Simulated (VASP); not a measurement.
A run of VASP 6.6.1 is set up as follows.

File INCAR:

```
SYSTEM = ZrOs
ALGO = Normal
EDIFF = 1E-8
ENCUT = 520
ISIF = 2
ISMEAR = -1
LASPH = .TRUE.
LCHARG = .FALSE.
LEFG = .TRUE.
LREAL = .FALSE.
LWAVE = .FALSE.
NBANDS = 17
NELM = 100
PREC = Accurate
SIGMA = 0.05
```

The input KPOINTS:

```
k-points
0
G
  11 11 11
  0 0 0
```

POSCAR

```
ZrOs
1.0
    2.6734453060      0.0000000000      0.0000000000
    0.0000000000      2.6734453060      0.0000000000
    0.0000000000      0.0000000000      2.6734453060
Zr Os
1 1
Direct
    0.5000000000      0.5000000000      0.5000000000
    0.0000000000      0.0000000000      0.0000000000
```

Potentials or basis: VASP PAW LDA potentials, release 64 (Zr_sv, Os).

Run with:

```sh
$ cat potpaw_LDA.64/Zr_sv/POTCAR potpaw_LDA.64/Os/POTCAR > POTCAR
$ mpirun -np 1 vasp_std > vasp.out
```

(1) Predict the pressure.

(2) Predict the band gap on the k mesh.

Answers

(1) 435.2 GPa.

(2) zero (band 10 reaches 21.54 eV, above the bottom of band 11 at 17.88 eV).

Caveat: without QUAD_EFG the Cq values of the log hold for a quadrupole moment of 1 mb, not for the nuclei; spin-orbit coupling is left out, which moves the levels of the heavy elements.
